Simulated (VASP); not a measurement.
ZrNb3, 4 atoms in the cell. The structure is cubic, space group Pm-3m (No. 221). Conventional cell: a = 3.966 Å, b = 3.966 Å, c = 3.966 Å, α = 90.00°, β = 90.00°, γ = 90.00°. Within 3.7 Å of Zr (site symmetry m-3m) lie 12 Nb at 2.80 Å. Within 3.7 Å of Nb (site symmetry 4/mmm) lie 4 Zr at 2.80 Å and 8 Nb at 2.80 Å. 

| Property | Result |
| --- | --- |
| Program | VASP 6.6.1 |
| Task | single point |
| Functional | PBE |
| Potentials or basis | VASP PAW PBE potentials, release 64 (Zr_sv, Nb_sv) |
| Cutoff | 520 eV |
| k mesh | 4 × 4 × 4 |
| Occupations | gaussian, width 0.1 eV |
| Spin | no spin polarisation |
| Dipole correction | no |
| Further INCAR settings | ALGO = Normal; EDIFF = 1e-07; NBANDS = 34 |

Potentials or basis: VASP PAW PBE potentials, release 64 (Zr_sv, Nb_sv).

Run with:

```console
$ cat potpaw_PBE.64/Zr_sv/POTCAR potpaw_PBE.64/Nb_sv/POTCAR > POTCAR
$ mpirun -np 1 vasp_std > vasp.out
```

Hardware: 1 thread of Intel(R) Xeon(R) Platinum 8259CL CPU @ 2.50GHz (Skylake/Cascade Lake) (shared host).

Task: How long does it take, and how much memory?

Result: Wall time 27 s on 1 thread of Intel(R) Xeon(R) Platinum 8259CL CPU @ 2.50GHz (Skylake/Cascade Lake), with other jobs on the host, peak memory 0.17 GiB. Counts: scf iterations 16, k points 10.
